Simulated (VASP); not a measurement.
Ni:

```
Ni
1.0
     3.95407    0.00000    0.00000
    -1.97704    3.42433    0.00000
     0.00000    0.00000    2.42385
Ni
3
Direct
  0.00000 0.00000 0.00000
  0.33333 0.66667 0.50000
  0.66667 0.33333 0.50000
```

| Item | Value |
| --- | --- |
| Program | VASP 6.6.1 |
| Task | relaxation of cell and atoms |
| Functional | BLYP |
| Potentials or basis | VASP PAW PBE potentials, release 64 (Ni) |
| Cutoff | 600 eV |
| k mesh | 9 × 9 × 13 |
| Occupations | fermi-dirac, width 0.1 eV |
| Spin | no spin polarisation |

At the start: pressure 11.8 GPa; volume 10.94 Å³/atom.

Task: How do energy, volume and symmetry change on relaxing?

Result: Over 6 steps the energy falls by 26.8 meV/atom and the volume is 11.63 Å³/atom (+6.3 %); space group P6/mmm (No. 191, to 0.05 Å).

Step by step:
```
step  energy change (eV)  largest force (eV/Å)  pressure (GPa)  volume (Å³)
   1              0.0000                0.0000           11.84        32.82
   2             -0.0348                0.0000           -7.47        36.81
   3             -0.0794                0.0000           -0.27        35.00
   4             -0.0794                0.0000           -0.13        34.95
   5             -0.0805                0.0000            0.04        34.90
   6             -0.0805                0.0000            0.09        34.89
```

Final structure:
```
Ni
1.0
     4.06123    0.00000    0.00000
    -2.03062    3.51713    0.00000
     0.00000    0.00000    2.44232
Ni
3
Direct
  0.00000 0.00000 0.00000
  0.33333 0.66667 0.50000
  0.66667 0.33333 0.50000
```

Caveat: the PAW data sets were made with another functional, which shifts forces and pressure a little; the run has no spin polarisation, though such a crystal can be magnetic.
